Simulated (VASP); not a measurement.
CuO:

```
Cu O
1.0
     2.55255    0.00000    0.00000
     0.00000    2.55255    0.00000
     0.00000    0.00000    2.55255
Cu O
1 1
Direct
  0.00000 0.00000 0.00000
  0.50000 0.50000 0.50000
```

Base run:

| Item | Value |
| --- | --- |
| Program | VASP 6.6.1 |
| Functional | LDA |
| Potentials or basis | VASP PAW LDA potentials, release 64 (Cu_sv_GW, O) |
| Cutoff | 700 eV |
| k mesh | 7 × 7 × 7 |
| Occupations | gaussian, width 0.05 eV |
| Spin | collinear spin, ferromagnetic start |
| Starting moments | [1.0, 0.0] μB |
| Hubbard terms | Cu d U = 8.0 eV |

Its results: band gap on the k mesh zero (filled and empty bands overlap); pressure -2.9 GPa; net moment 1.00 μB per cell; site moments Cu +0.38; O +0.58 μB.

Question: The run is repeated on the same cell with these changes: potentials or basis from VASP PAW LDA potentials, release 64 (Cu_sv_GW, O) to VASP PAW LDA potentials, release 64 (Cu, O); cutoff from 700 eV to 520 eV; further incar settings from ALGO = Normal; EDIFF = 1e-06; NBANDS = 24 to ALGO = Normal; EDIFF = 1e-06; NBANDS = 20; valence electrons from 25 to 17. What comes out?

Answer: Band gap on the k mesh zero (filled and empty bands overlap); pressure -5.5 GPa; net moment 1.00 μB per cell; site moments Cu +0.32; O +0.62 μB.

Caveats: a cell with one magnetic atom can't hold antiferromagnetic order, which such compounds often take.
